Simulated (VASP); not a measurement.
# In (Im-3m) in VASP: notebook

Runs on In. Level: PBE. Tasks: single point.

All numbers are computed with VASP 6.6.1; they aren't measurements. Logs are shortened: lines on timing, memory, paths and dates and some standing lists are left out, and cuts for length are marked.

**1. The cell of the first run**

It takes space group Im-3m (No. 229, cubic). Conventional cell: a = 3.765 Å, b = 3.765 Å, c = 3.765 Å, α = 90.00°, β = 90.00°, γ = 90.00°. In (site symmetry m-3m) has 14 In at 3.26 to 3.77 Å within 4.3 Å.

**2. Single point, PBE**

File INCAR:

```
SYSTEM = In
PREC = Accurate
ENCUT = 520
EDIFF = 1E-6
ISMEAR = 0
SIGMA = 0.15
LREAL = .False.
LASPH = .True.
NELM = 80
ALGO = Normal
ISIF = 2
LWAVE = .False.
LCHARG = .True.
GGA = PE
LELF = .True.
LVHAR = .True.
NBANDS = 12
```

File KPOINTS:

```
Automatic mesh
0
Gamma
  18 18 18
  0 0 0
```

File POSCAR:

```
In
1.0
   -1.8825252400      1.8825252400      1.8825252400
    1.8825252400     -1.8825252400      1.8825252400
    1.8825252400      1.8825252400     -1.8825252400
In
1
Direct
    0.0000000000      0.0000000000      0.0000000000
```

Potentials or basis: VASP PAW PBE potentials, release 64 (In_d).

Command:

```console
$ cat potpaw_PBE.64/In_d/POTCAR > POTCAR
$ mpirun -np 1 vasp_std > vasp.out
```

OUTCAR:

```text
SYSTEM = In
   PREC = Accurate
   ENCUT = 520
   EDIFF = 1E-6
   ISMEAR = 0
   LREAL = .False.
   LASPH = .True.
   NELM = 80
   ISIF = 2
   GGA = PE

 ion  position               nearest neighbor table
   1  0.000  0.000  0.000-

  LATTYP: Found a body centered cubic cell.
 ALAT       =     3.7650504800

  Lattice vectors:

 A1 = (  -1.8825252400,   1.8825252400,   1.8825252400)
 A2 = (   1.8825252400,  -1.8825252400,   1.8825252400)
 A3 = (   1.8825252400,   1.8825252400,  -1.8825252400)

Analysis of symmetry for initial positions (statically):
=====================================================================
 Subroutine PRICEL returns:
 Original cell was already a primitive cell.

 Routine SETGRP: Setting up the symmetry group for a
 body centered cubic supercell.

 Subroutine GETGRP returns: Found 48 space group operations
 (whereof 48 operations were pure point group operations)
 out of a pool of 48 trial point group operations.

The static configuration has the point symmetry O_h .

Analysis of symmetry for dynamics (positions and initial velocities):
=====================================================================
 Subroutine PRICEL returns:
 Original cell was already a primitive cell.

 Routine SETGRP: Setting up the symmetry group for a
 body centered cubic supercell.

 Subroutine GETGRP returns: Found 48 space group operations
 (whereof 48 operations were pure point group operations)
 out of a pool of 48 trial point group operations.

The dynamic configuration has the point symmetry O_h .

 Subroutine INISYM returns: Found 48 space group operations
 (whereof 48 operations are pure point group operations),
 and found     1 'primitive' translations

----------------------------------------------------------------------------------------

                                     Primitive cell

  volume of cell :      26.6859

  direct lattice vectors                    reciprocal lattice vectors
    -1.882525240  1.882525240  1.882525240     0.000000000  0.265600689  0.265600689
     1.882525240 -1.882525240  1.882525240     0.265600689  0.000000000  0.265600689
     1.882525240  1.882525240 -1.882525240     0.265600689  0.265600689  0.000000000

  length of vectors
     3.260629362  3.260629362  3.260629362     0.375616096  0.375616096  0.375616096

  position of ions in fractional coordinates (direct lattice)
     0.000000000  0.000000000  0.000000000

  ion indices of the primitive-cell ions
   primitive index   ion index
[... 81 lines left out ...]
   POTIM  = 0.5000    time-step for ionic-motion
   TEBEG  =    0.0;   TEEND  =   0.0 temperature during run
   PSTRESS=    0.0 pullay stress
   NELECT =      13.0000    total number of electrons
   NUPDOWN=      -1.0000    fix difference up-down
   EMIN   =  10.00;   EMAX   =-10.00  energy-range for DOS
   EFERMI =   0.00;   METHOD = LEGACY
   ISMEAR =     0;   SIGMA  =   0.15  broadening in eV -4-tet -1-fermi 0-gaus
   EFERMI_NEDOS =   21; number of points for ismear=-14 and -15
   IALGO  =     38    algorithm
   IMIX   =      4    mixing-type and parameters
     AMIX     =   0.40;   BMIX     =  1.00
     AMIX_MAG =   1.60;   BMIX_MAG =  1.00
  volume/ion in A,a.u.               =      26.69       180.09
  Fermi-wavevector in a.u.,A,eV,Ry     =   1.288136  2.434225 22.576080  1.659295
  Thomas-Fermi vector in A             =   2.420108
   LORBIT       =      0    0 simple, 1 ext, 2 COOP (PROOUT), +10 PAW based schemes
   GGA     = PE    functional components
   LHFCALC =     F    Hartree Fock is set to
   AEXX    =    0.0000 exact exchange contribution
   IVDW    =     0    specifies the selected vdW correction
   LEPSILON=     F    determine dielectric tensor
   LRPA    =     F    only Hartree local field effects (RPA)
 non-spin polarized calculation
 Gauss-broadening in eV      SIGMA  =   0.15
  energy-cutoff  :      520.00
  volume of cell :       26.69
 maximum number of plane-waves:       736
   NGX = 13   NGY = 13   NGZ = 13

 number of electron      13.0000005 magnetization

 Free energy of the ion-electron system (eV)
  ---------------------------------------------------
  ext. energy  EPLUGINS =         0.00000000
  ---------------------------------------------------
  free energy    TOTEN  =        -2.54784915 eV

  energy without entropy =       -2.54251668  energy(sigma->0) =       -2.54518291

 E-fermi :   7.3171     XC(G=0): -10.1613

 val. band max:        7.3050059532   @ k =  -0.3889   0.3889   0.1667
 cond. band min:       7.3276330107   @ k =  -0.3889   0.4444   0.2222
 fundamental gap:      0.0226270575
 Fermi energy:         7.3171412571

 k-point     1 :       0.0000    0.0000    0.0000
  band No.  band energies     occupation
      1      -7.3604      2.00000
      2      -7.3604      2.00000
      3      -7.3604      2.00000
      4      -7.0964      2.00000
      5      -7.0964      2.00000
      6      -2.1025      2.00000
      7      18.2020      0.00000
      8      18.2020      0.00000
      9      18.2020      0.00000
     10      20.2486      0.00000
     11      20.2486      0.00000
     12      20.2486      0.00000
[... 331 lines left out ...]
 k-point    24 :       0.3889    0.1111   -0.0000
  band No.  band energies     occupation
      1      -7.4449      2.00000
      2      -7.3667      2.00000
      3      -7.1175      2.00000
      4      -7.1088      2.00000
      5      -6.9683      2.00000
      6       2.6923      2.00000
      7       5.4382      2.00000
      8      11.5882      0.00000
      9      13.9421      0.00000
     10      17.8946      0.00000
     11      19.7931      0.00000
     12      22.7229      0.00000

 [... further k-points ...]

------------------------ aborting loop because EDIFF is reached ----------------------------------------

  FORCE on cell =-STRESS in cart. coord.  units (eV):
  Direction    XX          YY          ZZ          XY          YZ          ZX
  --------------------------------------------------------------------------------------
  -------------------------------------------------------------------------------------
  Total        0.2488407      0.2488407      0.2488407      0.0000000      0.0000000      0.0000000
  in kB       14.9399621     14.9399621     14.9399621      0.0000000      0.0000000      0.0000000
  external PRESSURE =      14.9399621 kB  Pullay stress =       0.0000000 kB

 VOLUME and BASIS-vectors are now :
 -----------------------------------------------------------------------------
  energy-cutoff  :      520.00
  volume of cell :       26.69
      direct lattice vectors                 reciprocal lattice vectors
    -1.882525240  1.882525240  1.882525240     0.000000000  0.265600689  0.265600689
     1.882525240 -1.882525240  1.882525240     0.265600689  0.000000000  0.265600689
     1.882525240  1.882525240 -1.882525240     0.265600689  0.265600689  0.000000000

 POSITION                                       TOTAL-FORCE (eV/Angst)
 -----------------------------------------------------------------------------------
      0.00000      0.00000      0.00000        -0.000000      0.000000     -0.000000
 -----------------------------------------------------------------------------------
    total drift:                                0.000000      0.000000      0.000000

  FREE ENERGIE OF THE ION-ELECTRON SYSTEM (eV)
  ---------------------------------------------------
  free  energy   TOTEN  =        -2.5478491492 eV

  energy  without entropy=       -2.5425166807  energy(sigma->0) =       -2.54518291
```

OSZICAR:

```text
N       E                     dE             d eps       ncg     rms          rms(c)
DAV:   1     0.791472397876E+02    0.79147E+02   -0.62401E+03  4724   0.135E+03
DAV:   2     0.128214236928E+01   -0.77865E+02   -0.75931E+02  4892   0.293E+02
DAV:   3    -0.248293635051E+01   -0.37651E+01   -0.37510E+01  5572   0.648E+01
DAV:   4    -0.257041507538E+01   -0.87479E-01   -0.87450E-01  5844   0.991E+00
DAV:   5    -0.257451832325E+01   -0.41032E-02   -0.41031E-02  6316   0.187E+00    0.219E+00
DAV:   6    -0.255252491566E+01    0.21993E-01   -0.34808E-02  5800   0.376E+00    0.108E+00
DAV:   7    -0.254812997966E+01    0.43949E-02   -0.10774E-02  5924   0.193E+00    0.246E-01
DAV:   8    -0.254784202949E+01    0.28795E-03   -0.80901E-04  6164   0.467E-01    0.329E-02
DAV:   9    -0.254784856764E+01   -0.65381E-05   -0.12159E-05  6572   0.437E-02    0.138E-02
DAV:  10    -0.254784914919E+01   -0.58155E-06   -0.91448E-07  3932   0.107E-02
   1 F= -.25478491E+01 E0= -.25451829E+01  d E =-.533247E-02
```

stdout:

```text
POSCAR found type information on POSCAR In
 POSCAR found :  1 types and       1 ions
 scaLAPACK will be used
 LDA part: xc-table for (Slater+PW92), standard interpolation
 POSCAR, INCAR and KPOINTS ok, starting setup
 FFT: planning ... GRIDC
 FFT: planning ... GRID_SOFT
 FFT: planning ... GRID
 WAVECAR not read
 entering main loop
```

It took 43 s on 1 thread of Intel Xeon 6975P-C, shared host; peak memory 0.18 GiB.

Results:

```yaml
Free_energy: -2.5478 eV
Pressure: 1.5 GPa
```

Levels at points of the mesh, in eV from the Fermi level:
```
           k point  band 2  band 3  band 4  band 5  band 6  band 7  band 8  band 9  band 10  band 11
(0.00, 0.00, 0.00)  -14.68  -14.68  -14.41  -14.41   -9.42   10.88   10.88   10.88    12.93    12.93
(0.50, 0.00, 0.00)  -14.71  -14.43  -14.42  -14.25   -3.93   -3.12    5.82    7.25     9.99    10.02
(0.50, 0.50, 0.50)  -14.78  -14.29  -14.29  -14.29    0.88    1.25    1.25    1.25     5.23     5.23
```

Caveat: spin-orbit coupling is left out, which moves the levels of the heavy elements.

**3. Single point, PBE**

File INCAR:

```
ALGO = Normal
EDIFF = 1E-6
ENCUT = 520
GGA = PE
ISIF = 2
ISMEAR = 0
LASPH = True
LCHARG = True
LELF = True
LREAL = False
LVHAR = True
LWAVE = False
NBANDS = 12
NELM = 80
PREC = Accurate
SIGMA = 0.15
```

File KPOINTS:

```
k-points
0
Gamma
  20 20 20
```

POSCAR is that of step 2.

Potentials or basis: VASP PAW PBE potentials, release 64 (In_d).

Command:

```console
$ cat potpaw_PBE.64/In_d/POTCAR > POTCAR
$ mpirun -np 1 vasp_std > vasp.out
```

OUTCAR:

```text
EDIFF = 1E-6
   ENCUT = 520
   GGA = PE
   ISIF = 2
   ISMEAR = 0
   LASPH = True
   LREAL = False
   NELM = 80
   PREC = Accurate

 ion  position               nearest neighbor table
   1  0.000  0.000  0.000-

  LATTYP: Found a body centered cubic cell.
 ALAT       =     3.7650504800

  Lattice vectors:

 A1 = (  -1.8825252400,   1.8825252400,   1.8825252400)
 A2 = (   1.8825252400,  -1.8825252400,   1.8825252400)
 A3 = (   1.8825252400,   1.8825252400,  -1.8825252400)

Analysis of symmetry for initial positions (statically):
=====================================================================
 Subroutine PRICEL returns:
 Original cell was already a primitive cell.

 Routine SETGRP: Setting up the symmetry group for a
 body centered cubic supercell.

 Subroutine GETGRP returns: Found 48 space group operations
 (whereof 48 operations were pure point group operations)
 out of a pool of 48 trial point group operations.

The static configuration has the point symmetry O_h .

Analysis of symmetry for dynamics (positions and initial velocities):
=====================================================================
 Subroutine PRICEL returns:
 Original cell was already a primitive cell.

 Routine SETGRP: Setting up the symmetry group for a
 body centered cubic supercell.

 Subroutine GETGRP returns: Found 48 space group operations
 (whereof 48 operations were pure point group operations)
 out of a pool of 48 trial point group operations.

The dynamic configuration has the point symmetry O_h .

 Subroutine INISYM returns: Found 48 space group operations
 (whereof 48 operations are pure point group operations),
 and found     1 'primitive' translations

----------------------------------------------------------------------------------------

[... 109 lines left out ...]
     AMIX     =   0.40;   BMIX     =  1.00
     AMIX_MAG =   1.60;   BMIX_MAG =  1.00
  volume/ion in A,a.u.               =      26.69       180.09
  Fermi-wavevector in a.u.,A,eV,Ry     =   1.288136  2.434225 22.576080  1.659295
  Thomas-Fermi vector in A             =   2.420108
   LORBIT       =      0    0 simple, 1 ext, 2 COOP (PROOUT), +10 PAW based schemes
   GGA     = PE    functional components
   LHFCALC =     F    Hartree Fock is set to
   AEXX    =    0.0000 exact exchange contribution
   IVDW    =     0    specifies the selected vdW correction
   LEPSILON=     F    determine dielectric tensor
   LRPA    =     F    only Hartree local field effects (RPA)
 non-spin polarized calculation
 Gauss-broadening in eV      SIGMA  =   0.15
  energy-cutoff  :      520.00
  volume of cell :       26.69
 maximum number of plane-waves:       736
   NGX = 13   NGY = 13   NGZ = 13

 number of electron      13.0000005 magnetization

 Free energy of the ion-electron system (eV)
  ---------------------------------------------------
  ext. energy  EPLUGINS =         0.00000000
  ---------------------------------------------------
  free energy    TOTEN  =        -2.54660792 eV

  energy without entropy =       -2.54080785  energy(sigma->0) =       -2.54370789

 E-fermi :   7.2976     XC(G=0): -10.1610

 val. band max:        7.2694233156   @ k =  -0.3500   0.5000   0.2000
 cond. band min:       7.2992007980   @ k =   0.3000   0.2500   0.1500
 fundamental gap:      0.0297774824
 Fermi energy:         7.2976304672

 k-point     1 :       0.0000    0.0000    0.0000
  band No.  band energies     occupation
      1      -7.3599      2.00000
      2      -7.3599      2.00000
      3      -7.3599      2.00000
      4      -7.0959      2.00000
      5      -7.0959      2.00000
      6      -2.1023      2.00000
      7      18.2022      0.00000
      8      18.2022      0.00000
      9      18.2022      0.00000
     10      20.2488      0.00000
     11      20.2488      0.00000
     12      20.2488      0.00000
[... 331 lines left out ...]
 k-point    24 :       0.2500    0.1000    0.0000
  band No.  band energies     occupation
      1      -7.4169      2.00000
      2      -7.3428      2.00000
      3      -7.1382      2.00000
      4      -7.1061      2.00000
      5      -7.0791      2.00000
      6       0.1650      2.00000
      7       9.4688      0.00000
      8      12.8215      0.00000
      9      14.8298      0.00000
     10      18.2942      0.00000
     11      19.8535      0.00000
     12      20.9435      0.00000

 [... further k-points ...]
[... 5 lines left out ...]
  --------------------------------------------------------------------------------------
  -------------------------------------------------------------------------------------
  Total        0.2501077      0.2501077      0.2501077      0.0000000      0.0000000      0.0000000
  in kB       15.0160307     15.0160307     15.0160307      0.0000000      0.0000000      0.0000000
  external PRESSURE =      15.0160307 kB  Pullay stress =       0.0000000 kB

 VOLUME and BASIS-vectors are now :
 -----------------------------------------------------------------------------
  energy-cutoff  :      520.00
  volume of cell :       26.69
      direct lattice vectors                 reciprocal lattice vectors
    -1.882525240  1.882525240  1.882525240     0.000000000  0.265600689  0.265600689
     1.882525240 -1.882525240  1.882525240     0.265600689  0.000000000  0.265600689
     1.882525240  1.882525240 -1.882525240     0.265600689  0.265600689  0.000000000

 POSITION                                       TOTAL-FORCE (eV/Angst)
 -----------------------------------------------------------------------------------
      0.00000      0.00000      0.00000         0.000000     -0.000000     -0.000000
 -----------------------------------------------------------------------------------
    total drift:                               -0.000000      0.000000      0.000000

  FREE ENERGIE OF THE ION-ELECTRON SYSTEM (eV)
  ---------------------------------------------------
  free  energy   TOTEN  =        -2.5466079192 eV

  energy  without entropy=       -2.5408078531  energy(sigma->0) =       -2.54370789
```

stdout:

```text
POSCAR found type information on POSCAR In
 POSCAR found :  1 types and       1 ions
 scaLAPACK will be used
 LDA part: xc-table for (Slater+PW92), standard interpolation
 POSCAR, INCAR and KPOINTS ok, starting setup
 FFT: planning ... GRIDC
 FFT: planning ... GRID_SOFT
 FFT: planning ... GRID
 WAVECAR not read
 entering main loop
```

Run time: 53 s. Hardware: 1 thread of Intel Xeon 6975P-C, shared host; peak memory 0.2 GiB.

Results:

```yaml
Free_energy: -2.5466 eV
Pressure: 1.5 GPa
```

Caveat: spin-orbit coupling is left out, which moves the levels of the heavy elements.
